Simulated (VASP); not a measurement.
Set up this calculation in VASP 6.6.1, as the native input.

| Property | Result |
| --- | --- |
| Task | single point |
| Functional | HSE06 |
| Potentials or basis | VASP PAW PBE potentials, release 64 (Sn_d, Te) |
| Cutoff | 520 eV |
| k mesh | 4 × 4 × 4 |
| Occupations | fermi-dirac, width 0.02 eV |
| Spin | no spin polarisation |
| Dipole correction | no |
| Grid for exact exchange (PRECFOCK) | Normal |
| Further INCAR settings | ALGO = Normal; EDIFF = 1e-07; NBANDS = 17 |
| Screening parameter | 0.2079 1/Å |

The system is SnTe.

```xyz
2
Lattice="3.8918 0.0000 0.0000 0.0000 3.8918 0.0000 0.0000 0.0000 3.8918" Properties=species:S:1:pos:R:3 pbc="T T T"
Sn    0.0000    0.0000    0.0000
Te    1.9459    1.9459    1.9459
```

One way to write it, as run:

POSCAR

```
SnTe
1.0
    3.8918236295      0.0000000000      0.0000000000
    0.0000000000      3.8918236295      0.0000000000
    0.0000000000      0.0000000000      3.8918236295
Sn Te
1 1
Direct
    0.0000000000      0.0000000000      0.0000000000
    0.5000000000      0.5000000000      0.5000000000
```

INCAR.step1

```
SYSTEM = SnTe
PREC     = Accurate       ! precision mode
ENCUT    = 520            ! plane-wave cutoff, eV
EDIFF    = 1E-5           ! SCF threshold, eV
ISMEAR   = -1             ! smearing method
SIGMA    = 0.02           ! smearing width, eV
LREAL    = .FALSE.        ! projectors in reciprocal space
LASPH    = .TRUE.         ! aspherical terms in the spheres
NELM     = 60             ! most SCF steps
ALGO     = Normal         ! electronic algorithm
ISIF     = 2              ! what is computed and relaxed
LWAVE    = .TRUE.         ! write WAVECAR
GGA      = PE             ! functional
NBANDS   = 17             ! bands
```

INCAR.step2

```
SYSTEM = SnTe
PREC     = Accurate       ! precision mode
ENCUT    = 520            ! plane-wave cutoff, eV
EDIFF    = 1E-7           ! SCF threshold, eV
ISMEAR   = -1             ! smearing method
SIGMA    = 0.02           ! smearing width, eV
LREAL    = .FALSE.        ! projectors in reciprocal space
LASPH    = .TRUE.         ! aspherical terms in the spheres
NELM     = 60             ! most SCF steps
ALGO     = Normal         ! electronic algorithm
ISIF     = 2              ! what is computed and relaxed
LWAVE    = .FALSE.        ! write WAVECAR
LCHARG   = .TRUE.         ! write CHGCAR
GGA      = PE             ! functional
LHFCALC  = .TRUE.         ! exact exchange
HFSCREEN = 0.2079         ! screening, 1/A
PRECFOCK = Normal       
LELF     = .TRUE.         ! ELF
LVHAR    = .TRUE.       
ISTART   = 1            
NBANDS   = 17             ! bands
```

KPOINTS

```
regular mesh
0
G
  4 4 4
  0 0 0
```

Potentials or basis: VASP PAW PBE potentials, release 64 (Sn_d, Te).

Run with:

```bash
$ cat potpaw_PBE.64/Sn_d/POTCAR potpaw_PBE.64/Te/POTCAR > POTCAR
$ cp INCAR.step1 INCAR
$ mpirun -np 1 vasp_std > vasp.out
$ cp INCAR.step2 INCAR
$ mpirun -np 1 vasp_std > vasp.out
```

Results of the run:

```json
{
  "Pressure": "-0.5 GPa",
  "Band gap on the k mesh": "zero (band 10 reaches 7.32 eV, above the bottom of band 11 at 5.67 eV)"
}
```

Caveat: the k points lie up to 0.40 Å⁻¹ apart; the PAW data sets were made with another functional, which shifts forces and pressure a little; spin-orbit coupling is left out, which moves the levels of the heavy elements.

It took 11 min on 1 thread of Intel(R) Xeon(R) Platinum 8488C (Sapphire Rapids) (shared host), peak memory 0.27 GiB.
